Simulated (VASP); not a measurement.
Set up this calculation in VASP 6.6.1, as the native input.

| Property | Result |
| --- | --- |
| Task | relaxation of cell and atoms |
| Functional | PBE |
| Potentials or basis | VASP PAW PBE potentials, release 64 (Hg, F) |
| Cutoff | 600 eV |
| k mesh | 10 × 10 × 10 |
| Occupations | gaussian, width 0.1 eV |
| Spin | no spin polarisation |
| Dipole correction | no |
| Further INCAR settings | ALGO = Normal; EDIFF = 1e-06; IBRION = 2; EDIFFG = -0.01; NSW = 100; ISIF = 3 |

The structure of HgF6 lies in POSCAR:

```
HgF6
1.0
    0.0000000000      3.5390906694      3.5390906694
    3.5390906694      0.0000000000      3.5390906694
    3.5390906694      3.5390906694      0.0000000000
Hg F
1 6
Direct
    0.0000000000      0.0000000000      0.0000000000
    0.5000000000      0.5000000000      0.0000000000
    0.5000000000      0.0000000000      0.5000000000
    0.0000000000      0.0000000000      0.5000000000
    0.0000000000      0.5000000000      0.0000000000
    0.0000000000      0.5000000000      0.5000000000
    0.5000000000      0.0000000000      0.0000000000
```

One way to write it, as run:

INCAR

```
SYSTEM = HgF6
  PREC = Accurate
  ENCUT = 600
  EDIFF = 1E-6
  ISMEAR = 0
  SIGMA = 0.1
  LREAL = .False.
  LASPH = .True.
  NELM = 100
  ALGO = Normal
  ISIF = 3
  LWAVE = .False.
  LCHARG = .False.
  GGA = PE
  IBRION = 2
  NSW = 100
  EDIFFG = -0.01
```

KPOINTS

```
Automatic mesh
0
Gamma
  10 10 10
  0 0 0
```

Potentials or basis: VASP PAW PBE potentials, release 64 (Hg, F).

Launch:

```console
$ cat potpaw_PBE.64/Hg/POTCAR potpaw_PBE.64/F/POTCAR > POTCAR
$ mpirun -np 1 vasp_std > vasp.out
```

It gave:

```
Relaxed volume                         : 12.69 Å³/atom
Relaxed cell                           : a = 5.009 Å, b = 5.009 Å, c = 5.009 Å, α = 60.00°, β = 60.00°, γ = 60.00°
Space group after relaxing (to 0.05 Å) : Fm-3m (No. 225)
Energy gained by relaxing              : 0.0 meV/atom
Ionic steps                            : 2
Pressure after relaxing                : 0.1 GPa
Band gap on the k mesh                 : zero (band 27 reaches -2.97 eV, above the bottom of band 28 at -3.08 eV)
```

Caveat: spin-orbit coupling is left out, which moves the levels of the heavy elements.

Wall time 2.2 min on 1 thread of Intel(R) Xeon(R) 6975P-C (Granite Rapids), with other jobs on the host, peak memory 0.31 GiB.
